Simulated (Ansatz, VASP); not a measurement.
La2O3: VASP beside Ansatz

```
CELL_PARAMETERS angstrom
3.94041 0.00000 0.00000
-1.97020 3.41250 0.00000
0.00000 0.00000 6.18752
ATOMIC_POSITIONS crystal
La 0.66667 0.33333 0.75263
La 0.33333 0.66667 0.24737
O 0.66667 0.33333 0.35470
O 0.33333 0.66667 0.64530
O 0.00000 0.00000 0.00000
```

Alike in both runs: functional PBE; k mesh 6 × 6 × 4; no spin polarisation.

Ansatz relaxed the structure, and its values are those at the end. VASP's run is a single point on that final structure, the one shown.

|  | VASP | Ansatz |
| --- | --- | --- |
| version | VASP 6.6.1 | Ansatz 0.2.0 |
| potentials or method | VASP PAW PBE potentials, release 64 (La, O) | plane waves, PAW |
| plane-wave cutoff (eV) | 520 | 420 |
| occupations | gaussian, width 0.01 eV | fixed |
| valence electrons in the cell | 40 | 40 |

|  | VASP | Ansatz | Ansatz less VASP |
| --- | --- | --- | --- |
| pressure (GPa) | -0.3 | 0.0 | +0.29 |
| rms of the force components (eV/Å) | 0.005 | 0.000 | -0.0050 |

Spin-orbit coupling is off throughout.
